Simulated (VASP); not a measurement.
# Mo (P6/mmm) in VASP: a series of runs, part 2 of 2

VASP 6.6.1. Earlier steps stand in the parts before.

### 3 Single point, RPBE (15.05 Å³/atom)

This run uses another cell than the first one, of 15.05 Å³/atom.

INCAR reads:

```
  PREC = Accurate
  ENCUT = 520
  EDIFF = 1E-7
  ISMEAR = -1
  SIGMA = 0.1
  LREAL = False
  LASPH = True
  NELM = 60
  ALGO = Normal
  ISIF = 2
  LWAVE = False
  LCHARG = False
  GGA = RP
  NBANDS = 28
```

KPOINTS reads:

```
regular mesh
0
Gamma
  9 9 14
```

POSCAR reads:

```
Mo
1.0
    4.5621217737      0.0000000000      0.0000000000
   -2.2810608869      3.9509133512      0.0000000000
    0.0000000000      0.0000000000      2.5046374889
Mo
3
Direct
    0.0000000000      1.0000000000      0.0000000000
    0.3333333333      0.6666666667      0.5000000000
    0.6666666667      0.3333333333      0.5000000000
```

Potentials or basis: VASP PAW PBE potentials, release 64 (Mo_sv).

Launch:

```
cat potpaw_PBE.64/Mo_sv/POTCAR > POTCAR
mpirun -np 1 vasp_std > vasp.out
```

OUTCAR:

```text
PREC = Accurate
   ENCUT = 520
   EDIFF = 1E-7
   ISMEAR = -1
   LREAL = False
   LASPH = True
   NELM = 60
   ISIF = 2
   GGA = RP

 ion  position               nearest neighbor table
   1  0.000  0.000  0.000-   2 2.92   3 2.92   2 2.92   3 2.92   3 2.92   3 2.92   2 2.92   2 2.92
                             3 2.92   3 2.92   2 2.92   2 2.92
   2  0.333  0.667  0.500-   3 2.63   3 2.63   3 2.63   1 2.92   1 2.92   1 2.92   1 2.92   1 2.92
                             1 2.92
   3  0.667  0.333  0.500-   2 2.63   2 2.63   2 2.63   1 2.92   1 2.92   1 2.92   1 2.92   1 2.92
                             1 2.92

  LATTYP: Found a hexagonal cell.
 ALAT       =     4.5621217737
 C/A-ratio  =     0.5490071535

  Lattice vectors:

 A1 = (   4.5621217737,   0.0000000000,   0.0000000000)
 A2 = (  -2.2810608869,   3.9509133512,   0.0000000000)
 A3 = (   0.0000000000,   0.0000000000,   2.5046374889)

Analysis of symmetry for initial positions (statically):
=====================================================================
 Subroutine PRICEL returns:
 Original cell was already a primitive cell.

 Routine SETGRP: Setting up the symmetry group for a
 hexagonal supercell.

[... 167 lines left out ...]

 E-fermi :  13.1010     XC(G=0): -13.5085

 val. band max:       13.0730903770   @ k =   0.1111   0.1111   0.5000
 cond. band min:      13.1033361808   @ k =   0.3333   0.0000   0.4286
 fundamental gap:      0.0302458038
 Fermi energy:        13.1009866923

 k-point     1 :       0.0000    0.0000    0.0000
  band No.  band energies     occupation
      1     -47.9793      2.00000
      2     -47.7429      2.00000
      3     -47.5648      2.00000
      4     -22.2438      2.00000
      5     -22.2438      2.00000
      6     -22.1575      2.00000
[... 733 lines left out ...]
     27      16.3409      0.00000
     28      16.9451      0.00000

 [... further k-points ...]

------------------------ aborting loop because EDIFF is reached ----------------------------------------

  FORCE on cell =-STRESS in cart. coord.  units (eV):
  Direction    XX          YY          ZZ          XY          YZ          ZX
  --------------------------------------------------------------------------------------
  -------------------------------------------------------------------------------------
  Total        6.3880578      6.3880578      6.8632364     -0.0000000     -0.0000000     -0.0000000
  in kB      226.7097334    226.7097334    243.5736377     -0.0000000     -0.0000000     -0.0000000
  external PRESSURE =     232.3310349 kB  Pullay stress =       0.0000000 kB

 VOLUME and BASIS-vectors are now :
 -----------------------------------------------------------------------------
  energy-cutoff  :      520.00
  volume of cell :       45.14
      direct lattice vectors                 reciprocal lattice vectors
     4.562121774  0.000000000  0.000000000     0.219196253  0.126553016  0.000000000
    -2.281060887  3.950913351  0.000000000     0.000000000  0.253106032  0.000000000
     0.000000000  0.000000000  2.504637489     0.000000000  0.000000000  0.399259376

 POSITION                                       TOTAL-FORCE (eV/Angst)
 -----------------------------------------------------------------------------------
      0.00000      0.00000      0.00000        -0.000000      0.000000     -0.000000
     -0.00000      2.63394      1.25232         0.000000      0.000000      0.000000
      2.28106      1.31697      1.25232        -0.000000      0.000000     -0.000000
 -----------------------------------------------------------------------------------
    total drift:                                0.000000      0.000000     -0.000000

  FREE ENERGIE OF THE ION-ELECTRON SYSTEM (eV)
  ---------------------------------------------------
  free  energy   TOTEN  =       -29.6818788763 eV

  energy  without entropy=      -29.5628882920  energy(sigma->0) =      -29.62238358
```

OSZICAR:

```text
N       E                     dE             d eps       ncg     rms          rms(c)
DAV:   1     0.469594629744E+03    0.46959E+03   -0.25775E+04  5384   0.158E+03
DAV:   2    -0.176642755641E+02   -0.48726E+03   -0.47680E+03  5904   0.493E+02
DAV:   3    -0.310065212770E+02   -0.13342E+02   -0.12919E+02  6680   0.785E+01
DAV:   4    -0.311712702903E+02   -0.16475E+00   -0.16397E+00  5804   0.743E+00
DAV:   5    -0.311728316611E+02   -0.15614E-02   -0.15609E-02  5900   0.776E-01    0.271E+01
DAV:   6    -0.298885716738E+02    0.12843E+01   -0.29510E+00  5592   0.133E+01    0.898E+00
DAV:   7    -0.298071095826E+02    0.81462E-01   -0.15499E+00  6116   0.874E+00    0.274E+00
DAV:   8    -0.296861794648E+02    0.12093E+00   -0.53716E-01  5752   0.511E+00    0.108E+00
DAV:   9    -0.296816923308E+02    0.44871E-02   -0.18996E-02  5876   0.122E+00    0.222E-01
DAV:  10    -0.296818557636E+02   -0.16343E-03   -0.53372E-04  6108   0.221E-01    0.110E-01
DAV:  11    -0.296818746674E+02   -0.18904E-04   -0.47239E-05  6068   0.514E-02    0.383E-02
DAV:  12    -0.296818789319E+02   -0.42645E-05   -0.83602E-06  5580   0.260E-02    0.804E-03
DAV:  13    -0.296818788763E+02    0.55587E-07   -0.65622E-07  5760   0.746E-03
   1 F= -.29681879E+02 E0= -.29622384E+02  d E =-.118991E+00
```

stdout:

```text
POSCAR found type information on POSCAR Mo
 POSCAR found :  1 types and       3 ions
 scaLAPACK will be used
 -----------------------------------------------------------------------------
|                                                                             |
|                                                                             |
|     You enforced a specific xc type in the INCAR file but a different       |
|     I HOPE YOU KNOW WHAT YOU ARE DOING!                                     |
|                                                                             |
 -----------------------------------------------------------------------------

 LDA part: xc-table for (Slater+PW92), standard interpolation
 POSCAR, INCAR and KPOINTS ok, starting setup
 FFT: planning ... GRIDC
 FFT: planning ... GRID_SOFT
 FFT: planning ... GRID
 WAVECAR not read
 entering main loop
```

It took 59 s on 1 thread of Intel Xeon Platinum 8488C (Sapphire Rapids), shared host; peak memory 0.22 GiB.

What came out:

```
Free energy            : -29.6819 eV
Pressure               : 23.2 GPa
Band gap on the k mesh : zero (bands 21 and 22 overlap by 1.54 eV)
```

Stress tensor (GPa, compression positive):
```
22.67  0.00  0.00
 0.00 22.67  0.00
 0.00  0.00 24.36
```

Caveat: the cell stands under pressure; the PAW data sets were made with another functional, which shifts forces and pressure a little.

### 4 Single point, RPBE (15.70 Å³/atom)

This run uses another cell than the first one, of 15.70 Å³/atom.

INCAR reads:

```
PREC     = Accurate       # precision mode
ENCUT    = 520            # plane-wave cutoff, eV
EDIFF    = 1E-6           # SCF threshold, eV
ISMEAR   = -1             # smearing method
SIGMA    = 0.1            # smearing width, eV
LREAL    = False          # projectors in reciprocal space
LASPH    = True           # aspherical terms in the spheres
NELM     = 100            # most SCF steps
ALGO     = Normal         # electronic algorithm
ISIF     = 2              # what is computed and relaxed
LWAVE    = False          # write WAVECAR
LCHARG   = False          # write CHGCAR
GGA      = RP             # functional
NBANDS   = 28             # bands
```

KPOINTS is that of step 3.

POSCAR reads:

```
Mo
1.0
    4.6273037483      0.0000000000      0.0000000000
   -2.3136518742      4.0073625971      0.0000000000
    0.0000000000      0.0000000000      2.5404228593
Mo
3
Direct
    0.0000000000      1.0000000000      0.0000000000
    0.3333333333      0.6666666667      0.5000000000
    0.6666666667      0.3333333333      0.5000000000
```

Potentials or basis: VASP PAW PBE potentials, release 64 (Mo_sv).

Launch:

```
cat potpaw_PBE.64/Mo_sv/POTCAR > POTCAR
mpirun -np 1 vasp_std > vasp.out
```

OUTCAR:

```text
PREC = Accurate
   ENCUT = 520
   EDIFF = 1E-6
   ISMEAR = -1
   LREAL = False
   LASPH = True
   NELM = 100
   ISIF = 2
   GGA = RP

 ion  position               nearest neighbor table
   1  0.000  0.000  0.000-   2 2.96   3 2.96   2 2.96   3 2.96   3 2.96   3 2.96   2 2.96   2 2.96
                             3 2.96   3 2.96   2 2.96   2 2.96
   2  0.333  0.667  0.500-   3 2.67   3 2.67   3 2.67   1 2.96   1 2.96   1 2.96   1 2.96   1 2.96
                             1 2.96
   3  0.667  0.333  0.500-   2 2.67   2 2.67   2 2.67   1 2.96   1 2.96   1 2.96   1 2.96   1 2.96
                             1 2.96

[... 942 lines left out ...]
  Direction    XX          YY          ZZ          XY          YZ          ZX
  --------------------------------------------------------------------------------------
  -------------------------------------------------------------------------------------
  Total        3.1308112      3.1308112      3.1613499     -0.0000000      0.0000000      0.0000000
  in kB      106.4816582    106.4816583    107.5203048     -0.0000000      0.0000000      0.0000000
  external PRESSURE =     106.8278738 kB  Pullay stress =       0.0000000 kB

 VOLUME and BASIS-vectors are now :
 -----------------------------------------------------------------------------
  energy-cutoff  :      520.00
  volume of cell :       47.11
      direct lattice vectors                 reciprocal lattice vectors
     4.627303748  0.000000000  0.000000000     0.216108571  0.124770342  0.000000000
    -2.313651874  4.007362597  0.000000000     0.000000000  0.249540683  0.000000000
     0.000000000  0.000000000  2.540422859     0.000000000  0.000000000  0.393635255

 POSITION                                       TOTAL-FORCE (eV/Angst)
 -----------------------------------------------------------------------------------
      0.00000      0.00000      0.00000         0.000000     -0.000000     -0.000000
     -0.00000      2.67158      1.27021         0.000000      0.000000      0.000000
      2.31365      1.33579      1.27021        -0.000000      0.000000     -0.000000
 -----------------------------------------------------------------------------------
    total drift:                                0.000000      0.000000     -0.000000

  FREE ENERGIE OF THE ION-ELECTRON SYSTEM (eV)
  ---------------------------------------------------
  free  energy   TOTEN  =       -29.8878561719 eV

  energy  without entropy=      -29.7639230198  energy(sigma->0) =      -29.82588960
```

OSZICAR:

```text
N       E                     dE             d eps       ncg     rms          rms(c)
DAV:   1     0.469960907937E+03    0.46996E+03   -0.25779E+04  5376   0.158E+03
DAV:   2    -0.181334390423E+02   -0.48809E+03   -0.47749E+03  5904   0.493E+02
DAV:   3    -0.313066449712E+02   -0.13173E+02   -0.12725E+02  6724   0.777E+01
DAV:   4    -0.314741271439E+02   -0.16748E+00   -0.16676E+00  5880   0.748E+00
DAV:   5    -0.314757378104E+02   -0.16107E-02   -0.16102E-02  5904   0.783E-01    0.244E+01
DAV:   6    -0.300951714469E+02    0.13806E+01   -0.32987E+00  5584   0.137E+01    0.751E+00
DAV:   7    -0.300250639164E+02    0.70108E-01   -0.16421E+00  6208   0.868E+00    0.281E+00
DAV:   8    -0.298922941231E+02    0.13277E+00   -0.59273E-01  5816   0.503E+00    0.112E+00
DAV:   9    -0.298876313963E+02    0.46627E-02   -0.21358E-02  5888   0.126E+00    0.244E-01
DAV:  10    -0.298878269322E+02   -0.19554E-03   -0.62946E-04  6080   0.234E-01    0.111E-01
DAV:  11    -0.298878520060E+02   -0.25074E-04   -0.47980E-05  6180   0.509E-02    0.397E-02
DAV:  12    -0.298878561920E+02   -0.41860E-05   -0.99099E-06  5548   0.282E-02    0.754E-03
DAV:  13    -0.298878561719E+02    0.20113E-07   -0.64153E-07  2844   0.749E-03
   1 F= -.29887856E+02 E0= -.29825890E+02  d E =-.123933E+00
```

Run time: 59 s. Hardware: 1 thread of Intel Xeon Platinum 8488C (Sapphire Rapids), shared host; peak memory 0.22 GiB.

Results:

```
Free energy            : -29.8879 eV
Pressure               : 10.7 GPa
Band gap on the k mesh : zero (bands 21 and 22 overlap by 1.46 eV)
```

Stress tensor (GPa, compression positive):
```
10.65  0.00  0.00
 0.00 10.65  0.00
 0.00  0.00 10.75
```

Caveat: the cell stands under pressure; the PAW data sets were made with another functional, which shifts forces and pressure a little.

### 5 The runs side by side

| cell | gap on the mesh (eV) | pressure (GPa) |
| --- | --- | --- |
| a = 4.495, b = 4.495, c = 2.468 Å, angles 90.0, 90.0, 120.0°, 3 atoms | none | 38.7 |
| a = 4.562, b = 4.562, c = 2.505 Å, angles 90.0, 90.0, 120.0°, 3 atoms | none | 23.2 |
| a = 4.627, b = 4.627, c = 2.540 Å, angles 90.0, 90.0, 120.0°, 3 atoms | none | 10.7 |

Alike in all rows: task single point; level RPBE; potentials or basis VASP PAW PBE potentials, release 64 (Mo_sv); no spin polarisation; k mesh 9 × 9 × 14; cutoff (eV) 520; smearing fermi-dirac 0.1 eV.

Caveats: the cell stands under pressure; the PAW data sets were made with another functional, which shifts forces and pressure a little.

Total energies depend on the potentials used, so only differences within one code and one set of settings carry meaning.
